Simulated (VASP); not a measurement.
Input of a VASP 6.6.1 run:

INCAR

```
SYSTEM = AlFe
PREC     = Accurate       ! precision mode
ENCUT    = 520            ! plane-wave cutoff, eV
EDIFF    = 1E-6           ! SCF threshold, eV
ISMEAR   = -1             ! smearing method
SIGMA    = 0.05           ! smearing width, eV
LREAL    = .FALSE.        ! projectors in reciprocal space
LASPH    = .TRUE.         ! aspherical terms in the spheres
NELM     = 150            ! most SCF steps
ALGO     = Normal         ! electronic algorithm
ISIF     = 2              ! what is computed and relaxed
LWAVE    = .FALSE.        ! write WAVECAR
LCHARG   = .TRUE.         ! write CHGCAR
ISPIN    = 2              ! spin polarisation
MAGMOM   = 3 0            ! initial moments
LORBIT   = 11             ! projections on sites
NUPDOWN  = 3.0            ! fixed moment
LMAXMIX  = 4              ! l up to which the mixer works
GGA      = PS             ! functional
LELF     = .TRUE.         ! ELF
LVHAR    = .TRUE.       
NBANDS   = 16             ! bands
```

The input KPOINTS:

```
Automatic mesh
0
G
  8 8 8
  0 0 0
```

Contents of POSCAR:

```
AlFe
1.0
    2.9100000000      0.0000000000      0.0000000000
    0.0000000000      2.9100000000      0.0000000000
    0.0000000000      0.0000000000      2.9100000000
Fe Al
1 1
Direct
    0.5000000000      0.5000000000      0.5000000000
    0.0000000000      0.0000000000      0.0000000000
```

Potentials or basis: VASP PAW PBE potentials, release 64 (Fe, Al).

Launch:

```console
$ cat potpaw_PBE.64/Fe/POTCAR potpaw_PBE.64/Al/POTCAR > POTCAR
$ mpirun -np 1 vasp_std > vasp.out
```

Q: Estimate the pressure.

A: 11.7 GPa.

Caveat: the cell stands under pressure; the PAW data sets were made with another functional, which shifts forces and pressure a little; the total moment is fixed, so each spin has its own Fermi level.
